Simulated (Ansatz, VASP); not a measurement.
# Two plane-wave programs on Cd2HgSe3

```
CELL_PARAMETERS angstrom
4.39897 0.00000 0.00000
-2.19949 3.80962 0.00000
0.00000 0.00000 10.75757
ATOMIC_POSITIONS crystal
Cd 0.00000 0.00000 0.00148
Cd 0.66667 0.33333 0.33303
Hg 0.33333 0.66667 0.66613
Se 0.66667 0.33333 0.08312
Se 0.33333 0.66667 0.41445
Se 0.00000 0.00000 0.75179
```

Alike in both runs: functional PBE; k mesh 12 × 12 × 4; occupations gaussian, width 0.1 eV; no spin polarisation.

Ansatz relaxed the structure, and its values are those at the end. VASP's run is a single point on that final structure, the one shown.

|  | VASP | Ansatz |
| --- | --- | --- |
| version | VASP 6.6.1 | Ansatz 0.2.0 |
| potentials or method | VASP PAW PBE potentials, release 64 (Cd, Hg, Se), cutoff 520 eV | scalar-relativistic, plane waves, PAW |
| valence electrons in the cell | 54 | 108 |

|  | VASP | Ansatz | Ansatz less VASP |
| --- | --- | --- | --- |
| gap on the k mesh at the Fermi level (eV) | none | none | - |
| pressure (GPa) | 0.2 | 0.0 | -0.22 |

A gap of «none» marks a metal or a gap that the smearing closes. VASP's potentials hold 54 valence electrons a cell and Ansatz's 108, so a difference there can come from the potentials and not from the codes.

Neither program's run includes spin-orbit coupling.
